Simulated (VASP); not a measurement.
A run of VASP 6.6.1 is set up as follows.

Contents of INCAR:

```
ALGO     = Normal         # electronic algorithm
EDIFF    = 1E-6           # SCF threshold, eV
EDIFFG   = -0.04          # ionic threshold
ENCUT    = 600            # plane-wave cutoff, eV
GGA      = PE             # functional
IBRION   = 2              # ionic algorithm
ISIF     = 3              # what is computed and relaxed
ISMEAR   = 0              # smearing method
LASPH    = True           # aspherical terms in the spheres
LCHARG   = False          # write CHGCAR
LREAL    = False          # projectors in reciprocal space
LWAVE    = False          # write WAVECAR
NELM     = 100            # most SCF steps
NSW      = 90             # ionic steps
PREC     = Accurate       # precision mode
SIGMA    = 0.1            # smearing width, eV
```

File KPOINTS:

```
k-points
0
Gamma
  6 6 2
```

Contents of POSCAR:

```
Sr4HfO
1.0
    3.4243807900      0.0000000000      0.0000000000
   -1.7121903900      2.9656007500      0.0000000000
    0.0000000000      0.0000000000     13.5715125900
Sr Hf O
4 1 1
Direct
    0.6666666700      0.3333333300      0.6276410200
    0.0000000000      0.0000000000      0.8771510100
    0.0000000000      0.0000000000      0.1228489900
    0.6666666700      0.3333333300      0.3723589800
    0.0000000000      0.0000000000      0.5000000000
    0.6666666700      0.3333333300      0.0000000000
```

Potentials or basis: VASP PAW PBE potentials, release 64 (Sr_sv, Hf_pv, O).

Launch:

```console
$ cat potpaw_PBE.64/Sr_sv/POTCAR potpaw_PBE.64/Hf_pv/POTCAR potpaw_PBE.64/O/POTCAR > POTCAR
$ mpirun -np 1 vasp_std > vasp.out
```

**Question.** Estimate the space group after relaxing (to 0.1 Å).

**Answer.** P-6m2 (No. 187).

**Question.** Predict the band gap on the k mesh.

**Answer.** Zero (bands 28 and 29 overlap by 0.04 eV).

**Question.** Predict the relaxed volume.

**Answer.** 32.10 Å³/atom.

**Question.** What does it give for the relaxed cell?

**Answer.** a = 3.715 Å, b = 3.715 Å, c = 16.113 Å, α = 90.00°, β = 90.00°, γ = 120.00°.

Forces in eV/Å, atoms in the order of the input:
```
Sr   0.000  0.000  0.006
Sr   0.000  0.000  0.022
Sr   0.000  0.000 -0.022
Sr   0.000  0.000 -0.006
Hf   0.000  0.000  0.000
O    0.000  0.000  0.000
```

Caveat: the volume moved by over 15 % at a fixed basis, so the end points are rough; spin-orbit coupling is left out, which moves the levels of the heavy elements.
